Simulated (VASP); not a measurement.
A run of VASP 6.6.1 is set up as follows.

POSCAR

```
TiC
1.0
    0.0000000000      2.1315400000      2.2289200000
    2.1315400000      0.0000000000      2.2289200000
    2.1315400000      2.1315400000      0.0000000000
Ti C
1 1
Direct
    0.0000000000      0.0000000000      0.0000000000
    0.5000000000      0.5000000000      0.5000000000
```

File INCAR.step1:

```
ALGO = Normal
EDIFF = 1E-4
ENCUT = 520
GGA = PE
ISMEAR = 0
LASPH = T
LCHARG = F
LREAL = F
LWAVE = T
NBANDS = 15
NELM = 60
PREC = Accurate
SIGMA = 0.15
```

Contents of INCAR.step2:

```
ALGO = Normal
EDIFF = 1E-7
ENCUT = 520
ISIF = 2
ISMEAR = 0
ISTART = 1
LASPH = T
LCHARG = F
LMIXTAU = T
LREAL = F
LWAVE = F
METAGGA = R2SCAN
NBANDS = 15
NELM = 60
PREC = Accurate
SIGMA = 0.15
```

File KPOINTS:

```
k-points
0
Gamma
  18 18 18
```

Potentials or basis: VASP PAW PBE potentials, release 64 (Ti_sv, C).

The run is started by

```sh
$ cat potpaw_PBE.64/Ti_sv/POTCAR potpaw_PBE.64/C/POTCAR > POTCAR
$ cp INCAR.step1 INCAR
$ mpirun -np 1 vasp_std > vasp.out
$ cp INCAR.step2 INCAR
$ mpirun -np 1 vasp_std > vasp.out
```

Predict the pressure.

2.1 GPa.

What does it give for the band gap on the k mesh?

Zero (bands 8 and 9 overlap by 1.61 eV).

Stress tensor (GPa, compression positive):
```
 7.72  0.00  0.00
 0.00  7.72  0.00
 0.00  0.00 -9.26
```

Caveat: the cell differs from its parent crystal (strain -0.015 along x and y, +0.030 along z); the stress differs along the axes, from -9 to 8 GPa; the PAW data sets were made with another functional, which shifts forces and pressure a little.
